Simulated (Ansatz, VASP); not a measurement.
Br in VASP and in Ansatz

```
CELL_PARAMETERS angstrom
0.00000 3.03765 3.03765
3.03765 0.00000 3.03765
3.03765 3.03765 0.00000
ATOMIC_POSITIONS crystal
Br 0.87500 0.87500 0.87500
Br 0.12500 0.12500 0.12500
```

Change from the starting cell: volume scaled by 0.65, LAPW.

Alike in both runs: task single point; functional PBE; k mesh 11 × 11 × 11; occupations fermi-dirac, width 0.08 eV; no spin polarisation.

```csv
,VASP,Ansatz
version,VASP 6.6.1,Ansatz 0.2.0
potentials or method,"VASP PAW PBE potentials, release 64 (Br), cutoff 520 eV","all-electron LAPW, scalar-relativistic"
```

|  | VASP | Ansatz | Ansatz less VASP |
| --- | --- | --- | --- |
| pressure (GPa) | 18.0 | 18.0 | -0.01 |

Ansatz ran all-electron here, and VASP with PAW potentials.
